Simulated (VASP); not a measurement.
Here is a VASP 6.6.1 calculation.

INCAR

```
PREC = Accurate ; ENCUT = 520
EDIFF = 1E-8 ; ISMEAR = 0
SIGMA = 0.01 ; LREAL = F
LASPH = T ; NELM = 60
ALGO = Normal ; ISIF = 2
LWAVE = F ; LCHARG = F
METAGGA = R2SCAN ; LMIXTAU = T
LCALCEPS = T
```

KPOINTS

```
regular mesh
0
Gamma
  8 8 8
```

The input POSCAR:

```
BP
1.0
    0.0000000000      2.2456325122      2.2456325122
    2.2456325122      0.0000000000      2.2456325122
    2.2456325122      2.2456325122      0.0000000000
B P
1 1
Direct
    0.0000000000      0.0000000000      0.0000000000
    0.2500000000      0.2500000000      0.2500000000
```

Potentials or basis: VASP PAW PBE potentials, release 64 (B, P).

Run with:

```bash
$ cat potpaw_PBE.64/B/POTCAR potpaw_PBE.64/P/POTCAR > POTCAR
$ mpirun -np 1 vasp_std > vasp.out
```

(1) What does it give for the electronic dielectric tensor (diagonal)?

(2) Estimate the Born charges (mean of the diagonal).

(3) What does it give for the band gap on the k mesh?

Answers

(1) 8.62.

(2) B -0.54; P +0.54 e.

(3) 1.44 eV, indirect (least direct gap 3.69 eV).

Caveat: the cell differs from its parent crystal (strain -1.0%).
